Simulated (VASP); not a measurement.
# BN (F-43m) in VASP: a series of runs, part 2 of 2

VASP 6.6.1. The steps go on from the part before.

## (5) Single point, LDA

This run uses another cell than the first one, of 5.39 Å³/atom, 0.905 times its volume.

Input file INCAR:

```
ALGO = Normal ; EDIFF = 1E-6
ENCUT = 600 ; GGA = CA
GGA_COMPAT = False ; ISIF = 2
ISMEAR = 0 ; LASPH = True
LCHARG = False ; LREAL = False
LWAVE = False ; NBANDS = 11
NELM = 120 ; PREC = Accurate
SIGMA = 0.1
```

Input file KPOINTS:

```
k-points
0
Gamma
  12 12 12
```

Input file POSCAR:

```
BN
1.0
    0.0000000000      1.7536687784      1.7536687784
    1.7536687784      0.0000000000      1.7536687784
    1.7536687784      1.7536687784      0.0000000000
B N
1 1
Direct
    0.0000000000      0.0000000000      0.0000000000
    0.7500000000      0.7500000000      0.7500000000
```

Potentials or basis: VASP PAW LDA potentials, release 64 (B, N).

On the command line:

```sh
$ cat potpaw_LDA.64/B/POTCAR potpaw_LDA.64/N/POTCAR > POTCAR
$ mpirun -np 1 vasp_std > vasp.out
```

OUTCAR:

```text
EDIFF = 1E-6
   ENCUT = 600
   GGA = CA
   ISIF = 2
   ISMEAR = 0
   LASPH = True
   LREAL = False
   NELM = 120
   PREC = Accurate

 ion  position               nearest neighbor table
   1  0.000  0.000  0.000-   2 1.52   2 1.52   2 1.52   2 1.52
   2  0.750  0.750  0.750-   1 1.52   1 1.52   1 1.52   1 1.52

  LATTYP: Found a face centered cubic cell.
 ALAT       =     3.5073375568

  Lattice vectors:

 A1 = (   0.0000000000,   1.7536687784,   1.7536687784)
 A2 = (   1.7536687784,   0.0000000000,   1.7536687784)
 A3 = (   1.7536687784,   1.7536687784,   0.0000000000)

Analysis of symmetry for initial positions (statically):
=====================================================================
 Subroutine PRICEL returns:
 Original cell was already a primitive cell.

 Routine SETGRP: Setting up the symmetry group for a
 face centered cubic supercell.

 Subroutine GETGRP returns: Found 24 space group operations
 (whereof 24 operations were pure point group operations)
 out of a pool of 48 trial point group operations.

The static configuration has the point symmetry T_d .

[... 171 lines left out ...]
      3       8.5662      2.00000
      4       8.5662      2.00000
      5      17.6779      0.00000
      6      17.6779      0.00000
      7      17.6779      0.00000
      8      20.5178      0.00000
      9      34.8062      0.00000
     10      37.4953      0.00000
     11      37.4953      0.00000
[... 309 lines left out ...]
 k-point    24 :      -0.4167    0.1667    0.0000
  band No.  band energies     occupation
      1      -7.4490      2.00000
      2      -2.2555      2.00000
      3       4.1383      2.00000
      4       5.7412      2.00000
      5      18.1865      0.00000
      6      21.3488      0.00000
      7      21.9226      0.00000
      8      25.2923      0.00000
      9      30.4838      0.00000
     10      34.9032      0.00000
     11      36.8472      0.00000

 [... further k-points ...]

------------------------ aborting loop because EDIFF is reached ----------------------------------------

  FORCE on cell =-STRESS in cart. coord.  units (eV):
  Direction    XX          YY          ZZ          XY          YZ          ZX
  --------------------------------------------------------------------------------------
  -------------------------------------------------------------------------------------
  Total        1.9445021      1.9445021      1.9445021     -0.0000000      0.0000000     -0.0000000
  in kB      288.8326540    288.8326540    288.8326540     -0.0000000      0.0000000     -0.0000000
  external PRESSURE =     288.8326540 kB  Pullay stress =       0.0000000 kB

 VOLUME and BASIS-vectors are now :
 -----------------------------------------------------------------------------
  energy-cutoff  :      600.00
  volume of cell :       10.79
      direct lattice vectors                 reciprocal lattice vectors
     0.000000000  1.753668778  1.753668778    -0.285116555  0.285116555  0.285116555
     1.753668778  0.000000000  1.753668778     0.285116555 -0.285116555  0.285116555
     1.753668778  1.753668778  0.000000000     0.285116555  0.285116555 -0.285116555

 POSITION                                       TOTAL-FORCE (eV/Angst)
 -----------------------------------------------------------------------------------
      0.00000      0.00000      0.00000         0.000000      0.000000      0.000000
      2.63050      2.63050      2.63050        -0.000000     -0.000000     -0.000000
 -----------------------------------------------------------------------------------
    total drift:                                0.000000      0.000000      0.000000

  FREE ENERGIE OF THE ION-ELECTRON SYSTEM (eV)
  ---------------------------------------------------
  free  energy   TOTEN  =       -19.3533726515 eV

  energy  without entropy=      -19.3533726515  energy(sigma->0) =      -19.35337265
```

OSZICAR:

```text
N       E                     dE             d eps       ncg     rms          rms(c)
DAV:   1     0.120711885333E+02    0.12071E+02   -0.54888E+03  1632   0.805E+02
DAV:   2    -0.201493860771E+02   -0.32221E+02   -0.30994E+02  1878   0.170E+02
DAV:   3    -0.206640052901E+02   -0.51462E+00   -0.51390E+00  1881   0.179E+01
DAV:   4    -0.206644844841E+02   -0.47919E-03   -0.47919E-03  1677   0.705E-01
DAV:   5    -0.206644848853E+02   -0.40128E-06   -0.40111E-06  1854   0.190E-02    0.701E+00
DAV:   6    -0.195323255823E+02    0.11322E+01   -0.31664E+00  1590   0.105E+01    0.337E+00
DAV:   7    -0.193874273562E+02    0.14490E+00   -0.12964E-01  1812   0.288E+00    0.187E+00
DAV:   8    -0.193535294046E+02    0.33898E-01   -0.48895E-02  1779   0.153E+00    0.217E-01
DAV:   9    -0.193533873238E+02    0.14208E-03   -0.85224E-04  1728   0.271E-01    0.872E-02
DAV:  10    -0.193533722283E+02    0.15096E-04   -0.38684E-05  1803   0.588E-02    0.150E-02
DAV:  11    -0.193533726515E+02   -0.42322E-06   -0.99689E-07  1098   0.744E-03
   1 F= -.19353373E+02 E0= -.19353373E+02  d E =-.123887E-14
```

Run time: 11 s. Hardware: 1 thread of AMD EPYC 7R13, shared host; peak memory 0.09 GiB.

What came out:

| Property | Result |
| --- | --- |
| Free energy | -19.3534 eV |
| Pressure | 28.9 GPa |
| Band gap on the k mesh | 4.45 eV, indirect (least direct gap 9.11 eV) |

A k mesh can miss the band edges. LDA gaps usually lie below the measured ones, often by a third to a half.

## (6) The runs side by side

| task | level | potentials or basis | cell | k mesh | smearing | gap on the mesh (eV) | pressure (GPa) |
| --- | --- | --- | --- | --- | --- | --- | --- |
| single point | PBE | VASP PAW PBE potentials, release 64 (B, N) | a = 2.337 Å, angles 60.0°, 2 atoms | 12 × 12 × 12 | methfessel-paxton 0.0011 eV | 4.70 | 171.1 |
| relaxation of volume and atoms at fixed shape | BLYP | VASP PAW PBE potentials, release 64 (B, N) | relaxed from a = 2.564 Å, angles 60.0°, 2 atoms | 4 × 4 × 4 | gaussian 0.1 eV | 4.82 | 0.0 |
| single point | LDA | VASP PAW LDA potentials, release 64 (B, N) | a = 2.480 Å, angles 60.0°, 2 atoms | 12 × 12 × 12 | gaussian 0.1 eV | 4.45 | 28.9 |

Alike in all rows: no spin polarisation; cutoff (eV) 600.

Caveats: some runs use coarse meshes; the PAW data sets were made with another functional, which shifts forces and pressure a little (some runs).

Total energies depend on the potentials used, so only differences within one code and one set of settings carry meaning.
